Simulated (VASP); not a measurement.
# W in VASP: relaxation of the atoms with PBE

Aim: the relaxation of the atoms of W with PBE.

Everything below comes from runs of VASP 6.6.1. Logs are shortened: lines on timing, memory, paths and dates and some standing lists are left out, and cuts for length are marked.

### Step 1. The cell of the first run

The cell holds a slab with vacuum, 9 atoms: a = 3.184 Å, b = 3.184 Å, c = 27.734 Å, α = 90.00°, β = 90.00°, γ = 90.00°.

### Step 2. Relaxation of the atoms, PBE

INCAR reads:

```
  PREC = Accurate
  ENCUT = 520
  EDIFF = 1E-7
  ISMEAR = 0
  SIGMA = 0.1
  LREAL = F
  LASPH = T
  NELM = 100
  ALGO = Normal
  ISIF = 2
  LWAVE = F
  LCHARG = F
  LDIPOL = T
  IDIPOL = 3
  DIPOL = 0.5 0.5 0.500
  GGA = PE
  IBRION = 2
  NSW = 80
  EDIFFG = -0.02
  KPAR = 4
```

KPOINTS reads:

```
Automatic mesh
0
Gamma
  11 11 1
```

POSCAR reads:

```
W
1.0
    3.1835553858      0.0000000000      0.0000000000
    0.0000000000      3.1835553858      0.0000000000
    0.0000000000      0.0000000000     27.7342215430
W
9
Direct
    0.5000000000      0.5000000000      0.2704240315
    0.0000000000      0.0000000000      0.3278180236
    0.5000000000      0.5000000000      0.3852120157
    0.0000000000      0.0000000000      0.4426060079
    0.5000000000      0.5000000000      0.5000000000
    0.0000000000      0.0000000000      0.5573939921
    0.5000000000      0.5000000000      0.6147879843
    0.0000000000      0.0000000000      0.6721819764
    0.5000000000      0.5000000000      0.7295759685
```

Potentials or basis: VASP PAW PBE potentials, release 64 (W_sv).

Run with:

```console
> cat potpaw_PBE.64/W_sv/POTCAR > POTCAR
> mpirun -np 4 vasp_std > vasp.out
```

OUTCAR:

```text
PREC = Accurate
   ENCUT = 520
   EDIFF = 1E-7
   ISMEAR = 0
   LREAL = F
   LASPH = T
   NELM = 100
   ISIF = 2
   GGA = PE
   IBRION = 2
   NSW = 80
   EDIFFG = -0.02

 ion  position               nearest neighbor table
   1  0.500  0.500  0.270-   2 2.76   2 2.76   2 2.76   2 2.76   3 3.18
   2  0.000  0.000  0.328-   3 2.76   3 2.76   3 2.76   3 2.76   1 2.76   1 2.76   1 2.76   1 2.76
                             4 3.18
   3  0.500  0.500  0.385-   2 2.76   2 2.76   2 2.76   2 2.76   4 2.76   4 2.76   4 2.76   4 2.76
                             1 3.18   5 3.18
   4  0.000  0.000  0.443-   5 2.76   5 2.76   5 2.76   5 2.76   3 2.76   3 2.76   3 2.76   3 2.76
                             6 3.18   2 3.18
   5  0.500  0.500  0.500-   4 2.76   6 2.76   4 2.76   6 2.76   4 2.76   6 2.76   4 2.76   6 2.76
                             3 3.18   7 3.18
   6  0.000  0.000  0.557-   5 2.76   5 2.76   5 2.76   5 2.76   7 2.76   7 2.76   7 2.76   7 2.76
                             4 3.18   8 3.18
   7  0.500  0.500  0.615-   8 2.76   8 2.76   8 2.76   8 2.76   6 2.76   6 2.76   6 2.76   6 2.76
                             9 3.18   5 3.18
   8  0.000  0.000  0.672-   7 2.76   7 2.76   7 2.76   7 2.76   9 2.76   9 2.76   9 2.76   9 2.76
                             6 3.18
   9  0.500  0.500  0.730-   8 2.76   8 2.76   8 2.76   8 2.76   7 3.18

  LATTYP: Found a simple tetragonal cell.
 ALAT       =     3.1835553858
 C/A-ratio  =     8.7117132206

  Lattice vectors:

 A1 = (   3.1835553858,   0.0000000000,   0.0000000000)
 A2 = (   0.0000000000,   3.1835553858,   0.0000000000)
 A3 = (   0.0000000000,   0.0000000000,  27.7342215430)

Analysis of symmetry for initial positions (statically):
=====================================================================
 Subroutine PRICEL returns:
 Original cell was already a primitive cell.

 Routine SETGRP: Setting up the symmetry group for a
 simple tetragonal supercell.

 Subroutine GETGRP returns: Found 16 space group operations
 (whereof 16 operations were pure point group operations)
 out of a pool of 16 trial point group operations.

The static configuration has the point symmetry D_4h.

Analysis of symmetry for dynamics (positions and initial velocities):
=====================================================================
 Subroutine PRICEL returns:
 Original cell was already a primitive cell.

 Routine SETGRP: Setting up the symmetry group for a
 simple tetragonal supercell.

 Subroutine GETGRP returns: Found 16 space group operations
 (whereof 16 operations were pure point group operations)
 out of a pool of 16 trial point group operations.

The dynamic configuration has the point symmetry D_4h.

 Subroutine INISYM returns: Found 16 space group operations
 (whereof 16 operations are pure point group operations),
 and found     1 'primitive' translations

----------------------------------------------------------------------------------------

                                     Primitive cell

  volume of cell :     281.0870

  direct lattice vectors                    reciprocal lattice vectors
     3.183555386  0.000000000  0.000000000     0.314114215  0.000000000  0.000000000
     0.000000000  3.183555386  0.000000000     0.000000000  0.314114215  0.000000000
     0.000000000  0.000000000 27.734221543     0.000000000  0.000000000  0.036056538

  length of vectors
     3.183555386  3.183555386 27.734221543     0.314114215  0.314114215  0.036056538

  position of ions in fractional coordinates (direct lattice)
     0.500000000  0.500000000  0.270424031
     0.000000000  0.000000000  0.327818024
     0.500000000  0.500000000  0.385212016
     0.000000000  0.000000000  0.442606008
     0.500000000  0.500000000  0.500000000
     0.000000000  0.000000000  0.557393992
     0.500000000  0.500000000  0.614787984
     0.000000000  0.000000000  0.672181976
     0.500000000  0.500000000  0.729575969

  ion indices of the primitive-cell ions
   primitive index   ion index
                 1           1
                 2           2
                 3           3
                 4           4
                 5           5
                 6           6
                 7           7
[... 31 lines left out ...]
  0.000000  0.000000  0.000000      1.000000
  0.090909  0.000000  0.000000      4.000000
  0.181818  0.000000  0.000000      4.000000
  0.272727  0.000000  0.000000      4.000000
  0.363636  0.000000  0.000000      4.000000
  0.454545  0.000000  0.000000      4.000000
[... 13 lines left out ...]
  0.454545  0.363636  0.000000      8.000000
  0.454545  0.454545  0.000000      4.000000
   k-points           NKPTS =     21   k-points in BZ     NKDIM =     21   number of bands    NBANDS=     75
   number of dos      NEDOS =    301   number of ions     NIONS =      9
   total plane-waves  NPLWV = 120960
   dimension x,y,z NGX =    24 NGY =   24 NGZ =  210
   dimension x,y,z NGXF=    48 NGYF=   48 NGZF=  420
   ions per type =               9
   NGX,Y,Z   is equivalent  to a cutoff of  12.53, 12.53, 12.59 a.u.
   NGXF,Y,Z  is equivalent  to a cutoff of  25.07, 25.07, 25.18 a.u.
 SYSTEM =  unknown system
   PREC   = accura    normal or accurate (medium, high low for compatibility)
   ISTART =      0    job   : 0-new  1-cont  2-samecut
   ICHARG =      2    charge: 1-file 2-atom 10-const
   ISPIN  =      1    spin polarized calculation?
   LNONCOLLINEAR =      F non collinear calculations
   LSORBIT =      F    spin-orbit coupling
   LASPH  =      T    aspherical Exc in radial PAW
   ENCUT  =  520.0 eV  38.22 Ry    6.18 a.u.   5.92  5.92 51.57*2*pi/ulx,y,z
   NELM   =    100;   NELMIN=  2; NELMDL= -5     # of ELM steps
   EDIFF  = 0.1E-06   stopping-criterion for ELM
   LREAL  =      F    real-space projection
   EDIFFG = -.2E-01   stopping-criterion for IOM
   NSW    =     80    number of steps for IOM
   IBRION =      2    ionic relax: 0-MD 1-quasi-New 2-CG
   NFREE  =      1    steps in history (QN), initial steepest desc. (CG)
   ISIF   =      2    stress and relaxation
   ISYM   =      2    0-nonsym 1-usesym 2-fastsym
   POTIM  = 0.5000    time-step for ionic-motion
   TEBEG  =    0.0;   TEEND  =   0.0 temperature during run
   PSTRESS=    0.0 pullay stress
   NELECT =     126.0000    total number of electrons
   NUPDOWN=      -1.0000    fix difference up-down
   EMIN   =  10.00;   EMAX   =-10.00  energy-range for DOS
   EFERMI =   0.00;   METHOD = LEGACY
   ISMEAR =     0;   SIGMA  =   0.10  broadening in eV -4-tet -1-fermi 0-gaus
   EFERMI_NEDOS =   21; number of points for ismear=-14 and -15
   IALGO  =     38    algorithm
   IMIX   =      4    mixing-type and parameters
     AMIX     =   0.40;   BMIX     =  1.00
     AMIX_MAG =   1.60;   BMIX_MAG =  1.00
  volume/ion in A,a.u.               =      31.23       210.76
  Fermi-wavevector in a.u.,A,eV,Ry     =   1.252905  2.367647 21.358024  1.569770
  Thomas-Fermi vector in A             =   2.386783
   LORBIT       =      0    0 simple, 1 ext, 2 COOP (PROOUT), +10 PAW based schemes
   GGA     = PE    functional components
   LHFCALC =     F    Hartree Fock is set to
   AEXX    =    0.0000 exact exchange contribution
   IVDW    =     0    specifies the selected vdW correction
   LEPSILON=     F    determine dielectric tensor
   LRPA    =     F    only Hartree local field effects (RPA)
 conjugate gradient relaxation of ions
 non-spin polarized calculation
 Gauss-broadening in eV      SIGMA  =   0.10
  energy-cutoff  :      520.00
  volume of cell :      281.09
 maximum number of plane-waves:      7641
 NGX is ok and might be reduce to    24
   NGX = 11   NGY = 11   NGZ =103

--------------------------------------- Ionic step        1  -------------------------------------------

 number of electron     125.9999980 magnetization

 Free energy of the ion-electron system (eV)
  ---------------------------------------------------
  ext. energy  EPLUGINS =         0.00000000
  ---------------------------------------------------
  free energy    TOTEN  =      -111.19765145 eV

  energy without entropy =     -111.15242535  energy(sigma->0) =     -111.17503840

------------------------ aborting loop because EDIFF is reached ----------------------------------------

  FORCE on cell =-STRESS in cart. coord.  units (eV):
  Direction    XX          YY          ZZ          XY          YZ          ZX
  --------------------------------------------------------------------------------------
  -------------------------------------------------------------------------------------
  Total       -8.4508238     -8.4508238     -5.8878492      0.0000000     -0.0000000      0.0000000
  in kB      -48.1691329    -48.1691329    -33.5603483      0.0000000     -0.0000000      0.0000000
  external PRESSURE =     -43.2995380 kB  Pullay stress =       0.0000000 kB
[... 110 lines left out ...]
  FREE ENERGIE OF THE ION-ELECTRON SYSTEM (eV)
  ---------------------------------------------------
  free  energy   TOTEN  =      -111.5111977095 eV

  energy  without entropy=     -111.4830949960  energy(sigma->0) =     -111.49714635

 dipolmoment           0.000000      0.000000      0.000000 electrons x Angstroem

[... ionic steps 4 to 10 ...]

--------------------------------------- Ionic step       11  -------------------------------------------

 number of electron     125.9999979 magnetization

------------------------ aborting loop because EDIFF is reached ----------------------------------------
[... 81 lines left out ...]
--------------------------------------- Ionic step       13  -------------------------------------------

 number of electron     125.9999979 magnetization

 dipolmoment           0.000000      0.000000     -0.000000 electrons x Angstroem

 Free energy of the ion-electron system (eV)
  ---------------------------------------------------
  ext. energy  EPLUGINS =         0.00000000
  ---------------------------------------------------
  free energy    TOTEN  =      -111.54598344 eV

  energy without entropy =     -111.52237840  energy(sigma->0) =     -111.53418092

 E-fermi :   3.7661     XC(G=0):  -7.7963

 val. band max:        3.7294415333   @ k =   0.1818   0.1818   0.0000
 cond. band min:       3.8080218626   @ k =   0.2727   0.2727   0.0000
 fundamental gap:      0.0785803292
 Fermi energy:         3.7661254228

 k-point     1 :       0.0000    0.0000    0.0000
  band No.  band energies     occupation
      1     -70.3369      2.00000
      2     -70.2838      2.00000
      3     -70.2706      2.00000
      4     -70.1093      2.00000
      5     -70.0919      2.00000
      6     -70.0743      2.00000
[... 1627 lines left out ...]
     74       6.9176      0.00000
     75       7.0015      0.00000

------------------------ aborting loop because EDIFF is reached ----------------------------------------

 vacuum level on the upper side and lower side of the slab       (xc-potential included)        -0.082        -0.082

  FORCE on cell =-STRESS in cart. coord.  units (eV):
  Direction    XX          YY          ZZ          XY          YZ          ZX
  --------------------------------------------------------------------------------------
  -------------------------------------------------------------------------------------
  Total       -2.7666276     -2.7666276     -0.1877231      0.0000000     -0.0000000      0.0000000
  in kB      -15.7695931    -15.7695931     -1.0700089      0.0000000     -0.0000000      0.0000000
  external PRESSURE =     -10.8697317 kB  Pullay stress =       0.0000000 kB
[... 24 lines left out ...]
  FREE ENERGIE OF THE ION-ELECTRON SYSTEM (eV)
  ---------------------------------------------------
  free  energy   TOTEN  =      -111.5459834399 eV

  energy  without entropy=     -111.5223784041  energy(sigma->0) =     -111.53418092

 reached required accuracy - stopping structural energy minimisation

 vacuum level on the upper side and lower side of the slab         7.811         7.811
```

Wall time 30 min (4 MPI ranks of Intel Xeon Platinum 8559C (Emerald Rapids), shared host); peak memory 0.54 GiB.

Results:

```
Free energy                  : -111.5460 eV
Energy gained by relaxing    : 38.7 meV/atom
Ionic steps                  : 13
Largest force after relaxing : 0.008 eV/Å
Band gap on the k mesh       : zero (bands 63 and 64 overlap by 1.80 eV)
```

Forces in eV/Å, atoms in the order of the input:
```
W    0.000  0.000  0.008
W    0.000  0.000 -0.002
W    0.000  0.000 -0.003
W    0.000  0.000  0.003
W    0.000  0.000  0.000
W    0.000  0.000 -0.003
W    0.000  0.000  0.003
W    0.000  0.000  0.002
W    0.000  0.000 -0.008
```

Step by step:
| step | energy change (eV) | largest force (eV/Å) | pressure (GPa) |
| --- | --- | --- | --- |
| 1 | 0.0000 | 1.7050 | -4.33 |
| 2 | -0.3125 | 0.3816 | -2.69 |
| 3 | -0.3135 | 0.3667 | -2.58 |
| 4 | -0.3321 | 0.2017 | -2.20 |
| 5 | -0.3331 | 0.1765 | -2.08 |
| 6 | -0.3376 | 0.0977 | -1.99 |
| 7 | -0.3394 | 0.1894 | -1.87 |
| 8 | -0.3428 | 0.1546 | -1.71 |
| 9 | -0.3468 | 0.1094 | -1.31 |
| 10 | -0.3470 | 0.1357 | -1.21 |
| 11 | -0.3482 | 0.0408 | -1.08 |
| 12 | -0.3483 | 0.0261 | -1.10 |
| 13 | -0.3483 | 0.0081 | -1.09 |

Final structure:
```xyz
9
Lattice="3.1836 0.0000 0.0000 0.0000 3.1836 0.0000 0.0000 0.0000 27.7342" Properties=species:S:1:pos:R:3 pbc="T T T"
W     1.5918    1.5918    7.6571
W     0.0000    0.0000    9.0662
W     1.5918    1.5918   10.7031
W     0.0000    0.0000   12.2770
W     1.5918    1.5918   13.8671
W     0.0000    0.0000   15.4572
W     1.5918    1.5918   17.0312
W     0.0000    0.0000   18.6680
W     1.5918    1.5918   20.0771
```

Caveat: spin-orbit coupling is left out, which moves the levels of the heavy elements.

The gap in the log of VASP goes by the Fermi energy; the results here count the filled bands.